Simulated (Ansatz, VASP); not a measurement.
# Ge8Mo3W in VASP and in Ansatz

```
Ge Mo W
1.0
     4.72134    0.00000    0.00000
     0.00000    4.72134    0.00000
     0.00000    0.00000    8.28665
Ge Mo W
8 3 1
Direct
  0.00000 0.00000 0.33821
  0.00000 0.50000 0.83775
  0.50000 0.00000 0.83775
  0.50000 0.50000 0.33864
  0.00000 0.00000 0.66179
  0.00000 0.50000 0.16225
  0.50000 0.00000 0.16225
  0.50000 0.50000 0.66136
  0.00000 0.00000 0.00000
  0.00000 0.50000 0.50000
  0.50000 0.00000 0.50000
  0.50000 0.50000 0.00000
```

Alike in both runs: functional PBE; k mesh 8 × 8 × 6; occupations gaussian, width 0.1 eV; no spin polarisation.

Ansatz relaxed the structure, and its values are those at the end. VASP's run is a single point on that final structure, the one shown.

|  | VASP | Ansatz |
| --- | --- | --- |
| version | VASP 6.6.1 | Ansatz 0.2.0 |
| potentials or method | VASP PAW PBE potentials, release 64 (Ge_d, Mo_sv, W_sv), cutoff 520 eV | scalar-relativistic, plane waves, PAW |
| valence electrons in the cell | 168 | 168 |

VASP gave:

* gap on the k mesh at the Fermi level (eV): none
* pressure (GPa): 0.3
* rms of the force components (eV/Å): 0.003

Task: Which values does Ansatz return?

Result: gap on the k mesh at the Fermi level (eV): none; pressure (GPa): 0.0; rms of the force components (eV/Å): 0.000.

A gap of «none» marks a metal or a gap that the smearing closes.

Neither program's run includes spin-orbit coupling.
